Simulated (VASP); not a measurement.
# TaAs (Fm-3m) in VASP: further runs, part 2 of 2

VASP 6.6.1. Earlier steps stand in the parts before.

### 4 Single point, r2SCAN (17.94 Å³/atom)

This run uses another cell than the first one, of 17.94 Å³/atom.

POSCAR

```
TaAs
1.0
    0.0000000000      2.6179549583      2.6179549583
    2.6179549583      0.0000000000      2.6179549583
    2.6179549583      2.6179549583      0.0000000000
Ta As
1 1
Direct
    0.5000000000      0.5000000000      0.5000000000
    0.0000000000      0.0000000000      0.0000000000
```

INCAR.step1

```
PREC     = Accurate       # precision mode
ENCUT    = 520            # plane-wave cutoff, eV
ISMEAR   = 0              # smearing method
SIGMA    = 0.05           # smearing width, eV
LREAL    = False          # projectors in reciprocal space
LASPH    = True           # aspherical terms in the spheres
NELM     = 100            # most SCF steps
NBANDS   = 15             # bands
GGA      = PE             # functional
ALGO     = Normal         # electronic algorithm
EDIFF    = 1E-4           # SCF threshold, eV
LWAVE    = True           # write WAVECAR
LCHARG   = False          # write CHGCAR
```

INCAR.step2

```
PREC     = Accurate       # precision mode
ENCUT    = 520            # plane-wave cutoff, eV
EDIFF    = 1E-6           # SCF threshold, eV
ISMEAR   = 0              # smearing method
SIGMA    = 0.05           # smearing width, eV
LREAL    = False          # projectors in reciprocal space
LASPH    = True           # aspherical terms in the spheres
NELM     = 100            # most SCF steps
ALGO     = Normal         # electronic algorithm
ISIF     = 2              # what is computed and relaxed
LWAVE    = False          # write WAVECAR
LCHARG   = False          # write CHGCAR
METAGGA  = R2SCAN         # meta-GGA
LMIXTAU  = True         
NBANDS   = 15             # bands
ISTART   = 1
```

KPOINTS

```
Automatic mesh
0
Gamma
  12 12 12
```

Potentials or basis: VASP PAW PBE potentials, release 64 (Ta_pv, As).

Started as:

```bash
> cat potpaw_PBE.64/Ta_pv/POTCAR potpaw_PBE.64/As/POTCAR > POTCAR
> cp INCAR.step1 INCAR
> mpirun -np 1 vasp_std > vasp.out
> cp INCAR.step2 INCAR
> mpirun -np 1 vasp_std > vasp.out
```

OUTCAR:

```text
PREC = Accurate
   ENCUT = 520
   EDIFF = 1E-6
   ISMEAR = 0
   LREAL = False
   LASPH = True
   NELM = 100
   ISIF = 2
   METAGGA = R2SCAN
   ISTART = 1

 ion  position               nearest neighbor table
   1  0.500  0.500  0.500-   2 2.62   2 2.62   2 2.62   2 2.62   2 2.62   2 2.62
   2  0.000  0.000  0.000-   1 2.62   1 2.62   1 2.62   1 2.62   1 2.62   1 2.62

  LATTYP: Found a face centered cubic cell.
 ALAT       =     5.2359099166

  Lattice vectors:

 A1 = (   0.0000000000,   2.6179549583,   2.6179549583)
 A2 = (   2.6179549583,   0.0000000000,   2.6179549583)
 A3 = (   2.6179549583,   2.6179549583,   0.0000000000)

Analysis of symmetry for initial positions (statically):
=====================================================================
 Subroutine PRICEL returns:
 Original cell was already a primitive cell.

 Routine SETGRP: Setting up the symmetry group for a
 face centered cubic supercell.

 Subroutine GETGRP returns: Found 48 space group operations
 (whereof 48 operations were pure point group operations)
 out of a pool of 48 trial point group operations.

The static configuration has the point symmetry O_h .

Analysis of symmetry for dynamics (positions and initial velocities):
[... 177 lines left out ...]
     10       6.7635      2.00000
     11       6.7635      2.00000
     12       6.7635      2.00000
     13      11.9277      0.00000
     14      15.5478      0.00000
[... 401 lines left out ...]
      2     -29.5403      2.00000
      3     -29.5190      2.00000
      4      -5.0498      2.00000
      5      -0.3992      2.00000
      6       2.1871      2.00000
      7       2.4877      2.00000
      8       7.9282      0.00000
      9       8.1561      0.00000
     10       8.5001      0.00000
     11      11.3873      0.00000
     12      12.3562      0.00000
     13      12.9635      0.00000
     14      16.3489      0.00000
     15      16.9240      0.00000

 [... further k-points ...]

------------------------ aborting loop because EDIFF is reached ----------------------------------------

  FORCE on cell =-STRESS in cart. coord.  units (eV):
  Direction    XX          YY          ZZ          XY          YZ          ZX
  --------------------------------------------------------------------------------------
  -------------------------------------------------------------------------------------
  Total        0.1686476      0.1686476      0.1686476      0.0000000      0.0000000     -0.0000000
  in kB        7.5296394      7.5296394      7.5296394      0.0000000      0.0000000     -0.0000000
  external PRESSURE =       7.5296394 kB  Pullay stress =       0.0000000 kB

 VOLUME and BASIS-vectors are now :
 -----------------------------------------------------------------------------
  energy-cutoff  :      520.00
  volume of cell :       35.89
      direct lattice vectors                 reciprocal lattice vectors
     0.000000000  2.617954958  2.617954958    -0.190988771  0.190988771  0.190988771
     2.617954958  0.000000000  2.617954958     0.190988771 -0.190988771  0.190988771
     2.617954958  2.617954958  0.000000000     0.190988771  0.190988771 -0.190988771

 POSITION                                       TOTAL-FORCE (eV/Angst)
 -----------------------------------------------------------------------------------
      2.61795      2.61795      2.61795         0.000000      0.000000     -0.000000
      0.00000      0.00000      0.00000        -0.000000     -0.000000      0.000000
 -----------------------------------------------------------------------------------
    total drift:                                0.000000      0.000000      0.000000

  FREE ENERGIE OF THE ION-ELECTRON SYSTEM (eV)
  ---------------------------------------------------
  free  energy   TOTEN  =       -63.3404949441 eV

  energy  without entropy=      -63.3376610240  energy(sigma->0) =      -63.33907798
```

Run time: 63 s. Hardware: 1 thread of Intel Xeon 6975P-C (Granite Rapids), shared host; peak memory 0.19 GiB.

Results:

```yaml
Free_energy: -63.3405 eV
Pressure: 0.8 GPa
Band_gap_on_the_k_mesh: zero (bands 8 and 9 overlap by 2.37 eV)
```

Levels at points of the mesh, in eV from the Fermi level:
| k point | band 4 | band 5 | band 6 | band 7 | band 8 | band 9 | band 10 | band 11 | band 12 | band 13 |
| --- | --- | --- | --- | --- | --- | --- | --- | --- | --- | --- |
| (0.00, 0.00, 0.00) | -15.11 | -1.71 | -1.71 | -1.71 | -1.02 | -1.02 | -0.65 | -0.65 | -0.65 | 4.52 |
| (0.50, 0.00, 0.00) | -12.35 | -8.37 | -5.11 | -5.11 | 0.92 | 0.92 | 1.49 | 3.13 | 6.57 | 6.57 |
| (0.50, 0.50, 0.00) | -13.10 | -5.96 | -3.69 | -2.81 | -2.81 | 0.16 | 1.26 | 1.77 | 1.77 | 4.46 |

Caveat: the PAW data sets were made with another functional, which shifts forces and pressure a little; spin-orbit coupling is left out, which moves the levels of the heavy elements.

### 5 Single point, r2SCAN (17.97 Å³/atom)

This run uses another cell than the first one, of 17.97 Å³/atom.

POSCAR

```
TaAs
1.0
    0.0000000000      2.6192812653      2.6192812653
    2.6192812653      0.0000000000      2.6192812653
    2.6192812653      2.6192812653      0.0000000000
Ta As
1 1
Direct
    0.5000000000      0.5000000000      0.5000000000
    0.0000000000      0.0000000000      0.0000000000
```

INCAR.step1

```
SYSTEM = TaAs
ALGO = Normal ; EDIFF = 1E-4
ENCUT = 520 ; GGA = PE
ISMEAR = 0 ; LASPH = .True.
LCHARG = .False. ; LREAL = .False.
LWAVE = .True. ; NBANDS = 15
NELM = 80 ; PREC = Accurate
SIGMA = 0.05
```

INCAR.step2

```
SYSTEM = TaAs
ALGO = Normal ; EDIFF = 1E-7
ENCUT = 520 ; ISIF = 2
ISMEAR = 0 ; ISTART = 1
LASPH = .True. ; LCHARG = .False.
LMIXTAU = .True. ; LREAL = .False.
LWAVE = .False. ; METAGGA = R2SCAN
NBANDS = 15 ; NELM = 80
PREC = Accurate ; SIGMA = 0.05
```

KPOINTS

```
k-points
0
Gamma
  12 12 12
  0 0 0
```

Potentials or basis: VASP PAW PBE potentials, release 64 (Ta_pv, As).

Started as:

```bash
> cat potpaw_PBE.64/Ta_pv/POTCAR potpaw_PBE.64/As/POTCAR > POTCAR
> cp INCAR.step1 INCAR
> mpirun -np 1 vasp_std > vasp.out
> cp INCAR.step2 INCAR
> mpirun -np 1 vasp_std > vasp.out
```

OUTCAR:

```text
SYSTEM = TaAs
   EDIFF = 1E-7
   ENCUT = 520
   ISIF = 2
   ISMEAR = 0
   ISTART = 1
   LASPH = .True.
   LREAL = .False.
   METAGGA = R2SCAN
   NELM = 80
   PREC = Accurate

 ion  position               nearest neighbor table
   1  0.500  0.500  0.500-   2 2.62   2 2.62   2 2.62   2 2.62   2 2.62   2 2.62
   2  0.000  0.000  0.000-   1 2.62   1 2.62   1 2.62   1 2.62   1 2.62   1 2.62

  LATTYP: Found a face centered cubic cell.
 ALAT       =     5.2385625306

  Lattice vectors:

[... 620 lines left out ...]

  FORCE on cell =-STRESS in cart. coord.  units (eV):
  Direction    XX          YY          ZZ          XY          YZ          ZX
  --------------------------------------------------------------------------------------
  -------------------------------------------------------------------------------------
  Total        0.1114811      0.1114811      0.1114811      0.0000000      0.0000000      0.0000000
  in kB        4.9697588      4.9697588      4.9697588      0.0000000      0.0000000      0.0000000
  external PRESSURE =       4.9697588 kB  Pullay stress =       0.0000000 kB

 VOLUME and BASIS-vectors are now :
 -----------------------------------------------------------------------------
  energy-cutoff  :      520.00
  volume of cell :       35.94
      direct lattice vectors                 reciprocal lattice vectors
     0.000000000  2.619281265  2.619281265    -0.190892061  0.190892061  0.190892061
     2.619281265  0.000000000  2.619281265     0.190892061 -0.190892061  0.190892061
     2.619281265  2.619281265  0.000000000     0.190892061  0.190892061 -0.190892061

 POSITION                                       TOTAL-FORCE (eV/Angst)
 -----------------------------------------------------------------------------------
      2.61928      2.61928      2.61928        -0.000000     -0.000000     -0.000000
      0.00000      0.00000      0.00000         0.000000      0.000000      0.000000
 -----------------------------------------------------------------------------------
    total drift:                                0.000000      0.000000      0.000000

  FREE ENERGIE OF THE ION-ELECTRON SYSTEM (eV)
  ---------------------------------------------------
  free  energy   TOTEN  =       -63.3407141583 eV

  energy  without entropy=      -63.3378777021  energy(sigma->0) =      -63.33929593
```

OSZICAR.step1:

```text
N       E                     dE             d eps       ncg     rms          rms(c)
DAV:   1     0.840637120741E+02    0.84064E+02   -0.86187E+03  2160   0.102E+03
DAV:   2    -0.151047099958E+02   -0.99168E+02   -0.94281E+02  2685   0.258E+02
DAV:   3    -0.174193069486E+02   -0.23146E+01   -0.22901E+01  2727   0.346E+01
DAV:   4    -0.174308714281E+02   -0.11564E-01   -0.11561E-01  2524   0.276E+00
DAV:   5    -0.174309603036E+02   -0.88876E-04   -0.88875E-04  2727   0.231E-01    0.137E+01
DAV:   6    -0.164398322309E+02    0.99113E+00   -0.15345E+00  2461   0.107E+01    0.546E+00
DAV:   7    -0.164153066198E+02    0.24526E-01   -0.12926E-01  2630   0.264E+00    0.236E+00
DAV:   8    -0.164089790504E+02    0.63276E-02   -0.11733E-02  2300   0.680E-01    0.213E-01
DAV:   9    -0.164086762024E+02    0.30285E-03   -0.10902E-03  2468   0.253E-01    0.102E-01
DAV:  10    -0.164086891974E+02   -0.12995E-04   -0.16976E-04  2101   0.130E-01
   1 F= -.16408689E+02 E0= -.16407287E+02  d E =-.280445E-02
```

It took 75 s on 1 thread of Intel Xeon 6975P-C (Granite Rapids), shared host; peak memory 0.19 GiB.

Results:

```
Free energy            : -63.3407 eV
Pressure               : 0.5 GPa
Band gap on the k mesh : zero (bands 8 and 9 overlap by 2.36 eV)
```

Levels at points of the mesh, in eV from the Fermi level:
```csv
k point,band 4,band 5,band 6,band 7,band 8,band 9,band 10,band 11,band 12,band 13
"(0.00, 0.00, 0.00)",-15.10,-1.71,-1.71,-1.71,-1.01,-1.01,-0.65,-0.65,-0.65,4.50
"(0.50, 0.00, 0.00)",-12.34,-8.36,-5.10,-5.10,0.92,0.92,1.49,3.13,6.56,6.56
"(0.50, 0.50, 0.00)",-13.09,-5.95,-3.68,-2.81,-2.81,0.16,1.25,1.77,1.77,4.45
```

Caveat: the PAW data sets were made with another functional, which shifts forces and pressure a little; spin-orbit coupling is left out, which moves the levels of the heavy elements.

### 6 Overview

| cell | gap on the mesh (eV) | pressure (GPa) |
| --- | --- | --- |
| a = 3.654 Å, angles 60.0°, 2 atoms | none | 8.0 |
| a = 3.679 Å, angles 60.0°, 2 atoms | none | 4.0 |
| a = 3.702 Å, angles 60.0°, 2 atoms | none | 0.8 |
| a = 3.704 Å, angles 60.0°, 2 atoms | none | 0.5 |

Alike in all rows: task single point; level r2SCAN; potentials or basis VASP PAW PBE potentials, release 64 (Ta_pv, As); no spin polarisation; k mesh 12 × 12 × 12; cutoff (eV) 520; smearing gaussian 0.05 eV.

Caveats: the PAW data sets were made with another functional, which shifts forces and pressure a little; spin-orbit coupling is left out, which moves the levels of the heavy elements; the cell stands under pressure (at least some runs).

Total energies depend on the potentials used, so only differences within one code and one set of settings carry meaning.
